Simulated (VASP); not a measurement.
# Sn16O15 (a cell with a defect) in VASP: single point with PBE

Aim: the single point of Sn16O15 (a cell with a defect) with PBE.

Everything below comes from runs of VASP 6.6.1. Logs are shortened: lines on timing, memory, paths and dates and some standing lists are left out, and cuts for length are marked.

**1. The cell of the first run**

The cell holds a defect, 31 atoms: a = 7.627 Å, b = 7.627 Å, c = 9.774 Å, α = 90.00°, β = 90.00°, γ = 90.00°.

**2. Single point, PBE**

The input, INCAR:

```
ALGO = Normal
EDIFF = 1E-6
ENCUT = 520
GGA = PE
ISIF = 2
ISMEAR = -1
LASPH = True
LCHARG = False
LREAL = Auto
LWAVE = False
NBANDS = 178
NELECT = 312.0
NELM = 100
PREC = Accurate
SIGMA = 0.01
```

The input, KPOINTS:

```
k-points
0
Gamma
  3 3 2
```

The input, POSCAR:

```
Sn16O15
1.0
    7.6273904400      0.0000000000      0.0000000000
    0.0000000000      7.6273904400      0.0000000000
    0.0000000000      0.0000000000      9.7738266000
Sn O
16 15
Direct
   -0.0091858960      0.2500000000      0.1336096423
   -0.0016397489      0.2500000000      0.6182462570
    0.0071743078      0.7500000000      0.1166326767
   -0.0003615337      0.7500000000      0.6179842232
    0.5091858960      0.2500000000      0.1336096423
    0.5016397489      0.2500000000      0.6182462570
    0.4928256922      0.7500000000      0.1166326767
    0.5003615337      0.7500000000      0.6179842232
    0.2500000000     -0.0016397489      0.3817537430
    0.2500000000     -0.0091858960      0.8663903577
    0.2500000000      0.5016397489      0.3817537430
    0.2500000000      0.5091858960      0.8663903577
    0.7500000000     -0.0003615337      0.3820157768
    0.7500000000      0.0071743078      0.8833673233
    0.7500000000      0.5003615337      0.3820157768
    0.7500000000      0.4928256922      0.8833673233
    0.2500000000      0.2500000000      0.5000000000
    0.2500000000      0.7500000000     -0.0210944526
    0.2500000000      0.7500000000      0.5038508722
    0.7500000000      0.2500000000      0.0210944526
    0.7500000000      0.2500000000      0.4961491278
    0.7500000000      0.7500000000      0.0000000000
    0.7500000000      0.7500000000      0.5000000000
    0.0213840229      0.0213840229      0.0000000000
   -0.0021885672     -0.0021885672      0.5000000000
    0.0213840229      0.4786159771      0.0000000000
   -0.0021885672      0.5021885672      0.5000000000
    0.4786159771      0.0213840229      0.0000000000
    0.5021885672     -0.0021885672      0.5000000000
    0.4786159771      0.4786159771      0.0000000000
    0.5021885672      0.5021885672      0.5000000000
```

Potentials or basis: VASP PAW PBE potentials, release 64 (Sn_d, O).

Command:

```bash
cat potpaw_PBE.64/Sn_d/POTCAR potpaw_PBE.64/O/POTCAR > POTCAR
mpirun -np 1 vasp_std > vasp.out
```

OUTCAR:

```text
EDIFF = 1E-6
   ENCUT = 520
   GGA = PE
   ISIF = 2
   ISMEAR = -1
   LASPH = True
   LREAL = Auto
   NELECT = 312.0
   NELM = 100
   PREC = Accurate

 ion  position               nearest neighbor table
   1  0.991  0.250  0.134-  20 2.14  24 2.19  26 2.19  16 3.58  14 3.58  13 3.59  15 3.59  11 3.67
                             9 3.67   5 3.67
   2  0.998  0.250  0.618-  21 2.24  17 2.24  25 2.24  27 2.24  13 3.54  15 3.54   9 3.57  11 3.57
                            10 3.67  12 3.67  14 3.71  16 3.71
   3  0.007  0.750  0.117-  22 2.27  18 2.29  24 2.37  26 2.37  10 3.58  12 3.58  14 3.59  16 3.59
                             7 3.70  11 3.71   9 3.71
   4  1.000  0.750  0.618-  19 2.21  25 2.21  27 2.21  23 2.23   9 3.54  11 3.54  13 3.55  15 3.55
                            10 3.59  12 3.59
   5  0.509  0.250  0.134-  20 2.14  28 2.19  30 2.19  16 3.58  14 3.58  13 3.59  15 3.59  11 3.67
                             9 3.67   1 3.67
   6  0.502  0.250  0.618-  21 2.24  17 2.24  29 2.24  31 2.24  13 3.54  15 3.54   9 3.57  11 3.57
                            10 3.67  12 3.67  14 3.71  16 3.71
   7  0.493  0.750  0.117-  22 2.27  18 2.29  28 2.37  30 2.37  10 3.58  12 3.58  14 3.59  16 3.59
                             3 3.70  11 3.71   9 3.71
   8  0.500  0.750  0.618-  19 2.21  29 2.21  31 2.21  23 2.23   9 3.54  11 3.54  13 3.55  15 3.55
                            10 3.59  12 3.59
   9  0.250  0.998  0.382-  19 2.24  17 2.24  25 2.24  29 2.24   4 3.54   8 3.54   6 3.57   2 3.57
                             1 3.67   5 3.67   7 3.71   3 3.71
  10  0.250  0.991  0.866-  18 2.14  24 2.19  28 2.19   7 3.58   3 3.58   8 3.59   4 3.59   6 3.67
                             2 3.67  12 3.67
  11  0.250  0.502  0.382-  19 2.24  17 2.24  27 2.24  31 2.24   4 3.54   8 3.54   6 3.57   2 3.57
                             1 3.67   5 3.67   7 3.71   3 3.71
[... 8 lines left out ...]
  16  0.750  0.493  0.883-  22 2.27  20 2.29  26 2.37  30 2.37   1 3.58   5 3.58   3 3.59   7 3.59
                            14 3.70   2 3.71   6 3.71
  17  0.250  0.250  0.500-   2 2.24   6 2.24   9 2.24  11 2.24
  18  0.250  0.750  0.979-  10 2.14  12 2.14   3 2.29   7 2.29
  19  0.250  0.750  0.504-   4 2.21   8 2.21   9 2.24  11 2.24
  20  0.750  0.250  0.021-   1 2.14   5 2.14  14 2.29  16 2.29
  21  0.750  0.250  0.496-  13 2.21  15 2.21   2 2.24   6 2.24
  22  0.750  0.750  0.000-   3 2.27   7 2.27  14 2.27  16 2.27
  23  0.750  0.750  0.500-   4 2.23   8 2.23  13 2.23  15 2.23
  24  0.021  0.021  0.000-   1 2.19  10 2.19   3 2.37  14 2.37
  25  0.998  0.998  0.500-   4 2.21  13 2.21   9 2.24   2 2.24
  26  0.021  0.479  0.000-   1 2.19  12 2.19   3 2.37  16 2.37
  27  0.998  0.502  0.500-   4 2.21  15 2.21  11 2.24   2 2.24
  28  0.479  0.021  0.000-   5 2.19  10 2.19   7 2.37  14 2.37
  29  0.502  0.998  0.500-   8 2.21  13 2.21   9 2.24   6 2.24
  30  0.479  0.479  0.000-   5 2.19  12 2.19   7 2.37  16 2.37
  31  0.502  0.502  0.500-   8 2.21  15 2.21  11 2.24   6 2.24

  LATTYP: Found a simple tetragonal cell.
 ALAT       =     7.6273904400
 C/A-ratio  =     1.2814116016

  Lattice vectors:

 A1 = (   7.6273904400,   0.0000000000,   0.0000000000)
 A2 = (   0.0000000000,   7.6273904400,   0.0000000000)
 A3 = (   0.0000000000,   0.0000000000,   9.7738266000)

Analysis of symmetry for initial positions (statically):
=====================================================================
 Subroutine PRICEL returns:
 Original cell was already a primitive cell.

 Routine SETGRP: Setting up the symmetry group for a
 simple tetragonal supercell.

 Subroutine GETGRP returns: Found  8 space group operations
 (whereof  2 operations were pure point group operations)
 out of a pool of 16 trial point group operations.

The static configuration has the point symmetry C_2 .
 The point group associated with its full space group is D_2d.

Analysis of symmetry for dynamics (positions and initial velocities):
=====================================================================
 Subroutine PRICEL returns:
 Original cell was already a primitive cell.

 Routine SETGRP: Setting up the symmetry group for a
 simple tetragonal supercell.

 Subroutine GETGRP returns: Found  8 space group operations
 (whereof  2 operations were pure point group operations)
 out of a pool of 16 trial point group operations.

The dynamic configuration has the point symmetry C_2 .
 The point group associated with its full space group is D_2d.

 Subroutine INISYM returns: Found  8 space group operations
 (whereof  2 operations are pure point group operations),
 and found     1 'primitive' translations

----------------------------------------------------------------------------------------

                                     Primitive cell

  volume of cell :     568.6127

  direct lattice vectors                    reciprocal lattice vectors
     7.627390440  0.000000000  0.000000000     0.131106439  0.000000000  0.000000000
     0.000000000  7.627390440  0.000000000     0.000000000  0.131106439  0.000000000
     0.000000000  0.000000000  9.773826600     0.000000000  0.000000000  0.102314072

  length of vectors
     7.627390440  7.627390440  9.773826600     0.131106439  0.131106439  0.102314072

  position of ions in fractional coordinates (direct lattice)
     0.990814104  0.250000000  0.133609642
     0.998360251  0.250000000  0.618246257
     0.007174308  0.750000000  0.116632677
     0.999638466  0.750000000  0.617984223
     0.509185896  0.250000000  0.133609642
     0.501639749  0.250000000  0.618246257
[... 23 lines left out ...]
     0.478615977  0.478615977  0.000000000
     0.502188567  0.502188567  0.500000000

  ion indices of the primitive-cell ions
   primitive index   ion index
                 1           1
                 2           2
                 3           3
                 4           4
                 5           5
                 6           6
[... 23 lines left out ...]
                30          30
                31          31

----------------------------------------------------------------------------------------

 KPOINTS: k-points

Automatic generation of k-mesh.
 Grid dimensions read from file:
 generate k-points for:    3    3    2

 Generating k-lattice:

  Cartesian coordinates                     Fractional coordinates (reciprocal lattice)
     0.043702146  0.000000000  0.000000000     0.333333333  0.000000000  0.000000000
     0.000000000  0.043702146  0.000000000     0.000000000  0.333333333  0.000000000
     0.000000000  0.000000000  0.051157036     0.000000000  0.000000000  0.500000000

  Length of vectors
     0.043702146  0.043702146  0.051157036

  Shift w.r.t. Gamma in fractional coordinates (k-lattice)
     0.000000000  0.000000000  0.000000000

 Subroutine IBZKPT returns following result:
 ===========================================

 Found      6 irreducible k-points:

 Following reciprocal coordinates:
            Coordinates               Weight
  0.000000  0.000000  0.000000      1.000000
  0.333333  0.000000  0.000000      4.000000
  0.333333  0.333333  0.000000      4.000000
  0.000000  0.000000  0.500000      1.000000
  0.333333  0.000000  0.500000      4.000000
  0.333333  0.333333  0.500000      4.000000
   k-points           NKPTS =      6   k-points in BZ     NKDIM =      6   number of bands    NBANDS=    178
   number of dos      NEDOS =    301   number of ions     NIONS =     31
   total plane-waves  NPLWV = 288000
   dimension x,y,z NGX =    60 NGY =   60 NGZ =   80
   dimension x,y,z NGXF=   120 NGYF=  120 NGZF=  160
   ions per type =              16  15
   NGX,Y,Z   is equivalent  to a cutoff of  13.08, 13.08, 13.61 a.u.
   NGXF,Y,Z  is equivalent  to a cutoff of  26.16, 26.16, 27.21 a.u.
 SYSTEM =  unknown system
   PREC   = accura    normal or accurate (medium, high low for compatibility)
   ISTART =      0    job   : 0-new  1-cont  2-samecut
   ICHARG =      2    charge: 1-file 2-atom 10-const
   ISPIN  =      1    spin polarized calculation?
   LNONCOLLINEAR =      F non collinear calculations
   LSORBIT =      F    spin-orbit coupling
   LASPH  =      T    aspherical Exc in radial PAW
   ENCUT  =  520.0 eV  38.22 Ry    6.18 a.u.  14.18 14.18 18.17*2*pi/ulx,y,z
   NELM   =    100;   NELMIN=  2; NELMDL= -5     # of ELM steps
   EDIFF  = 0.1E-05   stopping-criterion for ELM
   LREAL  =      T    real-space projection
   EDIFFG = 0.1E-04   stopping-criterion for IOM
   NSW    =      0    number of steps for IOM
   IBRION =     -1    ionic relax: 0-MD 1-quasi-New 2-CG
   NFREE  =      0    steps in history (QN), initial steepest desc. (CG)
   ISIF   =      2    stress and relaxation
   ISYM   =      2    0-nonsym 1-usesym 2-fastsym
   POTIM  = 0.5000    time-step for ionic-motion
   TEBEG  =    0.0;   TEEND  =   0.0 temperature during run
   PSTRESS=    0.0 pullay stress
   NELECT =     312.0000    total number of electrons
   NUPDOWN=      -1.0000    fix difference up-down
   EMIN   =  10.00;   EMAX   =-10.00  energy-range for DOS
   EFERMI =   0.00;   METHOD = LEGACY
   ISMEAR =    -1;   SIGMA  =   0.01  broadening in eV -4-tet -1-fermi 0-gaus
   EFERMI_NEDOS =   21; number of points for ismear=-14 and -15
   IALGO  =     38    algorithm
   IMIX   =      4    mixing-type and parameters
     AMIX     =   0.40;   BMIX     =  1.00
     AMIX_MAG =   1.60;   BMIX_MAG =  1.00
  volume/ion in A,a.u.               =      18.34       123.78
  Fermi-wavevector in a.u.,A,eV,Ry     =   1.340255  2.532715 24.439927  1.796284
  Thomas-Fermi vector in A             =   2.468582
   LORBIT       =      0    0 simple, 1 ext, 2 COOP (PROOUT), +10 PAW based schemes
   GGA     = PE    functional components
   LHFCALC =     F    Hartree Fock is set to
   AEXX    =    0.0000 exact exchange contribution
   IVDW    =     0    specifies the selected vdW correction
   LEPSILON=     F    determine dielectric tensor
   LRPA    =     F    only Hartree local field effects (RPA)
 non-spin polarized calculation
  energy-cutoff  :      520.00
  volume of cell :      568.61
 maximum number of plane-waves:     15334
 NGX is ok and might be reduce to    60
   NGX = 29   NGY = 29   NGZ = 37

 number of electron     312.0000098 magnetization

 Free energy of the ion-electron system (eV)
  ---------------------------------------------------
  ext. energy  EPLUGINS =         0.00000000
  ---------------------------------------------------
  free energy    TOTEN  =      -187.01630858 eV

  energy without entropy =     -187.01597517  energy(sigma->0) =     -187.01614188

 E-fermi :   6.6913     XC(G=0): -10.0424

 val. band max:        6.6419495067   @ k =   0.3333   0.0000   0.0000
 cond. band min:       6.7265052925   @ k =   0.0000   0.0000   0.0000
 fundamental gap:      0.0845557858
 Fermi energy:         6.6912687393

 k-point     1 :       0.0000    0.0000    0.0000
  band No.  band energies     occupation
      1     -15.2392      2.00000
      2     -15.1882      2.00000
      3     -15.1203      2.00000
      4     -15.1001      2.00000
      5     -15.0502      2.00000
      6     -15.0502      2.00000
[... 1015 lines left out ...]
    167       9.2749      0.00000
    168       9.3782      0.00000
 [bands above 168 left out]

------------------------ aborting loop because EDIFF is reached ----------------------------------------

  FORCE on cell =-STRESS in cart. coord.  units (eV):
  Direction    XX          YY          ZZ          XY          YZ          ZX
  --------------------------------------------------------------------------------------
  -------------------------------------------------------------------------------------
  Total      -16.0407335    -16.0407335    -15.3036276      0.0000000      0.0000000      0.0000000
  in kB      -45.1978961    -45.1978961    -43.1209565      0.0000000      0.0000000      0.0000000
  external PRESSURE =     -44.5055829 kB  Pullay stress =       0.0000000 kB

 VOLUME and BASIS-vectors are now :
 -----------------------------------------------------------------------------
  energy-cutoff  :      520.00
  volume of cell :      568.61
      direct lattice vectors                 reciprocal lattice vectors
     7.627390440  0.000000000  0.000000000     0.131106439  0.000000000  0.000000000
     0.000000000  7.627390440  0.000000000     0.000000000  0.131106439  0.000000000
     0.000000000  0.000000000  9.773826600     0.000000000  0.000000000  0.102314072

 POSITION                                       TOTAL-FORCE (eV/Angst)
 -----------------------------------------------------------------------------------
      7.55733      1.90685      1.30588         0.024723     -0.000000      0.061727
      7.61488      1.90685      6.04263         0.008457     -0.000000      0.086895
      0.05472      5.72054      1.13995         0.008562     -0.000000      0.064961
      7.62463      5.72054      6.04007         0.020767     -0.000000      0.055824
      3.88376      1.90685      1.30588        -0.024723     -0.000000      0.061727
      3.82620      1.90685      6.04263        -0.008457     -0.000000      0.086895
[... 23 lines left out ...]
      3.65059      3.65059      0.00000         0.016276      0.016276     -0.000000
      3.83039      3.83039      4.88691         0.000855      0.000855     -0.000000
 -----------------------------------------------------------------------------------
    total drift:                                0.000000      0.000000     -0.000000

  FREE ENERGIE OF THE ION-ELECTRON SYSTEM (eV)
  ---------------------------------------------------
  free  energy   TOTEN  =      -187.0163085780 eV

  energy  without entropy=     -187.0159751739  energy(sigma->0) =     -187.01614188
```

It took 12 min on 1 thread of Intel Xeon 6975P-C (Granite Rapids), shared host; peak memory 0.8 GiB.

Results:

* Free energy: -187.0163 eV
* Largest force: 0.087 eV/Å

Forces in eV/Å, atoms in the order of the input:
```
Sn   0.025  0.000  0.062
Sn   0.008  0.000  0.087
Sn   0.009  0.000  0.065
Sn   0.021  0.000  0.056
Sn  -0.025  0.000  0.062
Sn  -0.008  0.000  0.087
Sn  -0.009  0.000  0.065
Sn  -0.021  0.000  0.056
Sn   0.000  0.008 -0.087
Sn   0.000  0.025 -0.062
Sn   0.000 -0.008 -0.087
Sn   0.000 -0.025 -0.062
Sn   0.000  0.021 -0.056
Sn   0.000  0.009 -0.065
Sn   0.000 -0.021 -0.056
Sn   0.000 -0.009 -0.065
O    0.000  0.000  0.000
O    0.000  0.000 -0.006
O    0.000  0.000  0.009
O    0.000  0.000  0.006
O    0.000  0.000 -0.009
O    0.000  0.000  0.000
O    0.000  0.000  0.000
O   -0.016 -0.016  0.000
O   -0.001 -0.001  0.000
O   -0.016  0.016  0.000
O   -0.001  0.001  0.000
O    0.016 -0.016  0.000
O    0.001 -0.001  0.000
O    0.016  0.016  0.000
O    0.001  0.001  0.000
```

Caveat: the cell carries a net charge on a neutralising background, which shifts energy and pressure; the cell is charged against a uniform background, so pressure and absolute levels hang on convention; spin-orbit coupling is left out, which moves the levels of the heavy elements.
